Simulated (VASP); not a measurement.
# GaGe3 in VASP: a series of runs, part 3 of 3

VASP 6.6.1. The steps go on from the part before.

## (5) Single point, PBE

Contents of INCAR:

```
SYSTEM = GaGe3
PREC = Accurate
ENCUT = 520
EDIFF = 1E-7
ISMEAR = -1
SIGMA = 0.15
LREAL = .FALSE.
LASPH = .TRUE.
NELM = 100
ALGO = Normal
ISIF = 2
LWAVE = .FALSE.
LCHARG = .FALSE.
GGA = PE
NBANDS = 36
```

Contents of KPOINTS:

```
Automatic mesh
0
G
  6 6 6
  0 0 0
```

Contents of POSCAR:

```
GaGe3
1.0
    4.2784700000      0.0000000000      0.0000000000
    0.0000000000      4.2784700000      0.0000000000
    0.0000000000      0.0000000000      4.2784700000
Ga Ge
1 3
Direct
    0.0000000000      0.0000000000      0.0000000000
    0.0000000000      0.5000000000      0.5000000000
    0.5000000000      0.0000000000      0.5000000000
    0.5000000000      0.5000000000      0.0058432103
```

Potentials or basis: VASP PAW PBE potentials, release 64 (Ga_d, Ge_d).

Run with:

```sh
cat potpaw_PBE.64/Ga_d/POTCAR potpaw_PBE.64/Ge_d/POTCAR > POTCAR
mpirun -np 1 vasp_std > vasp.out
```

OUTCAR:

```text
SYSTEM = GaGe3
   PREC = Accurate
   ENCUT = 520
   EDIFF = 1E-7
   ISMEAR = -1
   LREAL = .FALSE.
   LASPH = .TRUE.
   NELM = 100
   ISIF = 2
   GGA = PE

 ion  position               nearest neighbor table
   1  0.000  0.000  0.000-
   2  0.000  0.500  0.500-
   3  0.500  0.000  0.500-
   4  0.500  0.500  0.006-

  LATTYP: Found a simple cubic cell.
 ALAT       =     4.2784700000

  Lattice vectors:

 A1 = (   4.2784700000,   0.0000000000,   0.0000000000)
 A2 = (   0.0000000000,   4.2784700000,   0.0000000000)
 A3 = (   0.0000000000,   0.0000000000,   4.2784700000)

Analysis of symmetry for initial positions (statically):
=====================================================================
 Subroutine PRICEL returns:
 Original cell was already a primitive cell.

 Routine SETGRP: Setting up the symmetry group for a
 simple cubic supercell.

 Subroutine GETGRP returns: Found  8 space group operations
 (whereof  8 operations were pure point group operations)
 out of a pool of 48 trial point group operations.

The static configuration has the point symmetry C_4v.

Analysis of symmetry for dynamics (positions and initial velocities):
=====================================================================
 Subroutine PRICEL returns:
 Original cell was already a primitive cell.

 Routine SETGRP: Setting up the symmetry group for a
 simple cubic supercell.

 Subroutine GETGRP returns: Found  8 space group operations
 (whereof  8 operations were pure point group operations)
 out of a pool of 48 trial point group operations.

The dynamic configuration has the point symmetry C_4v.

 Subroutine INISYM returns: Found  8 space group operations
 (whereof  8 operations are pure point group operations),
 and found     1 'primitive' translations

----------------------------------------------------------------------------------------

[... 109 lines left out ...]
   EMIN   =  10.00;   EMAX   =-10.00  energy-range for DOS
   EFERMI =   0.00;   METHOD = LEGACY
   ISMEAR =    -1;   SIGMA  =   0.15  broadening in eV -4-tet -1-fermi 0-gaus
   EFERMI_NEDOS =   21; number of points for ismear=-14 and -15
   IALGO  =     38    algorithm
   IMIX   =      4    mixing-type and parameters
     AMIX     =   0.40;   BMIX     =  1.00
     AMIX_MAG =   1.60;   BMIX_MAG =  1.00
  volume/ion in A,a.u.               =      19.58       132.13
  Fermi-wavevector in a.u.,A,eV,Ry     =   1.455148  2.749831 28.809743  2.117456
  Thomas-Fermi vector in A             =   2.572216
   LORBIT       =      0    0 simple, 1 ext, 2 COOP (PROOUT), +10 PAW based schemes
   GGA     = PE    functional components
[... 5 lines left out ...]
 non-spin polarized calculation
  energy-cutoff  :      520.00
  volume of cell :       78.32
 maximum number of plane-waves:      2176
 NGX is ok and might be reduce to    32
   NGX = 15   NGY = 15   NGZ = 15

 number of electron      54.9999937 magnetization

 Free energy of the ion-electron system (eV)
  ---------------------------------------------------
  ext. energy  EPLUGINS =         0.00000000
  ---------------------------------------------------
  free energy    TOTEN  =       -15.49808411 eV

  energy without entropy =      -15.32982965  energy(sigma->0) =      -15.41395688

 E-fermi :   6.1700     XC(G=0): -11.0432

 val. band max:        6.1648041974   @ k =   0.0000   0.5000   0.5000
 cond. band min:       6.1987235910   @ k =   0.5000   0.5000   0.0000
 fundamental gap:      0.0339193936
 Fermi energy:         6.1699860798

 k-point     1 :       0.0000    0.0000    0.0000
  band No.  band energies     occupation
      1     -18.6546      2.00000
      2     -18.6544      2.00000
      3     -18.6544      2.00000
      4     -18.6438      2.00000
      5     -18.6122      2.00000
      6     -18.6120      2.00000
[... 925 lines left out ...]
     35      13.3429      0.00000
     36      14.0503      0.00000

 [... further k-points ...]

------------------------ aborting loop because EDIFF is reached ----------------------------------------

  FORCE on cell =-STRESS in cart. coord.  units (eV):
  Direction    XX          YY          ZZ          XY          YZ          ZX
  --------------------------------------------------------------------------------------
  -------------------------------------------------------------------------------------
  Total       -0.0494963     -0.0494963     -0.0491444      0.0000000      0.0000000     -0.0000000
  in kB       -1.0125529     -1.0125529     -1.0053537      0.0000000      0.0000000     -0.0000000
  external PRESSURE =      -1.0101532 kB  Pullay stress =       0.0000000 kB

 VOLUME and BASIS-vectors are now :
 -----------------------------------------------------------------------------
  energy-cutoff  :      520.00
  volume of cell :       78.32
      direct lattice vectors                 reciprocal lattice vectors
     4.278470000  0.000000000  0.000000000     0.233728412  0.000000000  0.000000000
     0.000000000  4.278470000  0.000000000     0.000000000  0.233728412  0.000000000
     0.000000000  0.000000000  4.278470000     0.000000000  0.000000000  0.233728412

 POSITION                                       TOTAL-FORCE (eV/Angst)
 -----------------------------------------------------------------------------------
      0.00000      0.00000      0.00000        -0.000000      0.000000     -0.023629
      0.00000      2.13924      2.13924        -0.000000     -0.000000      0.014115
      2.13924      0.00000      2.13924         0.000000      0.000000      0.014115
      2.13924      2.13924      0.02500         0.000000     -0.000000     -0.004602
 -----------------------------------------------------------------------------------
    total drift:                                0.000000     -0.000000      0.001241

  FREE ENERGIE OF THE ION-ELECTRON SYSTEM (eV)
  ---------------------------------------------------
  free  energy   TOTEN  =       -15.4980841076 eV

  energy  without entropy=      -15.3298296541  energy(sigma->0) =      -15.41395688
```

It took 48 s on 1 thread of Intel Xeon Platinum 8488C (Sapphire Rapids), shared host; peak memory 0.23 GiB.

What came out:

| Quantity | Value |
| --- | --- |
| Free energy | -15.4981 eV |
| Pressure | -0.1 GPa |
| Largest force | 0.024 eV/Å |

Forces in eV/Å, atoms in the order of the input:
```
Ga   0.000  0.000 -0.024
Ge   0.000  0.000  0.014
Ge   0.000  0.000  0.014
Ge   0.000  0.000 -0.005
```

Levels at points of the mesh, in eV from the Fermi level:
```tsv
k point	band 24	band 25	band 26	band 27	band 28	band 29	band 30	band 31	band 32	band 33
(0.00, 0.00, 0.00)	-3.81	-3.81	-3.81	-3.36	2.57	2.57	2.57	3.50	3.50	3.50
(0.50, 0.00, 0.00)	-3.38	-1.95	-1.95	-1.36	-1.35	-0.06	0.19	4.34	4.52	4.63
(0.00, 0.00, 0.50)	-3.38	-1.95	-1.95	-1.35	-1.35	-0.06	0.19	4.34	4.53	4.63
(0.50, 0.50, 0.00)	-7.17	-0.77	-0.22	-0.22	0.03	0.21	0.21	0.63	1.56	6.14
(0.00, 0.50, 0.50)	-7.17	-0.77	-0.21	-0.21	-0.01	0.20	0.23	0.63	1.56	6.14
(0.50, 0.50, 0.50)	-5.38	-5.25	-4.92	-4.92	-4.92	6.58	6.58	6.64	6.64	6.64
```

## (6) Single point, PBE

Contents of INCAR:

```
SYSTEM = GaGe3
PREC = Accurate ; ENCUT = 520
EDIFF = 1E-7 ; ISMEAR = -1
SIGMA = 0.15 ; LREAL = .False.
LASPH = .True. ; NELM = 80
ALGO = Normal ; ISIF = 2
LWAVE = .False. ; LCHARG = .False.
GGA = PE ; NBANDS = 36
```

Contents of KPOINTS:

```
regular mesh
0
Gamma
  6 6 6
  0 0 0
```

POSCAR, as its differences from that of step 5:

```diff
@@ -11,2 +11,2 @@
     0.5000000000      0.0000000000      0.5000000000
-    0.5000000000      0.5000000000      0.0058432103
+    0.5000000000      0.5000000000      0.0116864206
```

Potentials or basis: VASP PAW PBE potentials, release 64 (Ga_d, Ge_d).

Run with:

```sh
cat potpaw_PBE.64/Ga_d/POTCAR potpaw_PBE.64/Ge_d/POTCAR > POTCAR
mpirun -np 1 vasp_std > vasp.out
```

Wall time 42 s (1 thread of Intel Xeon Platinum 8488C (Sapphire Rapids), shared host); peak memory 0.23 GiB.

The run converged. Its results:

| Property | Result |
| --- | --- |
| Free energy | -15.4979 eV |
| Pressure | -0.1 GPa |
| Largest force | 0.046 eV/Å |

Forces on the atoms (eV/Å):
```
Ga   0.000  0.000 -0.046
Ge   0.000  0.000  0.030
Ge   0.000  0.000  0.030
Ge   0.000  0.000 -0.014
```

Levels at points of the mesh, in eV from the Fermi level:
| k point | band 25 | band 26 | band 27 | band 28 | band 29 | band 30 | band 31 | band 32 |
| --- | --- | --- | --- | --- | --- | --- | --- | --- |
| (0.00, 0.00, 0.00) | -3.81 | -3.81 | -3.35 | 2.57 | 2.57 | 2.57 | 3.50 | 3.50 |
| (0.50, 0.00, 0.00) | -1.95 | -1.95 | -1.36 | -1.35 | -0.06 | 0.19 | 4.35 | 4.52 |
| (0.00, 0.00, 0.50) | -1.97 | -1.97 | -1.33 | -1.33 | -0.06 | 0.19 | 4.33 | 4.54 |
| (0.50, 0.50, 0.00) | -0.77 | -0.22 | -0.22 | 0.04 | 0.22 | 0.22 | 0.63 | 1.56 |
| (0.00, 0.50, 0.50) | -0.78 | -0.21 | -0.20 | -0.06 | 0.20 | 0.29 | 0.63 | 1.56 |
| (0.50, 0.50, 0.50) | -5.25 | -4.92 | -4.91 | -4.91 | 6.58 | 6.59 | 6.64 | 6.64 |
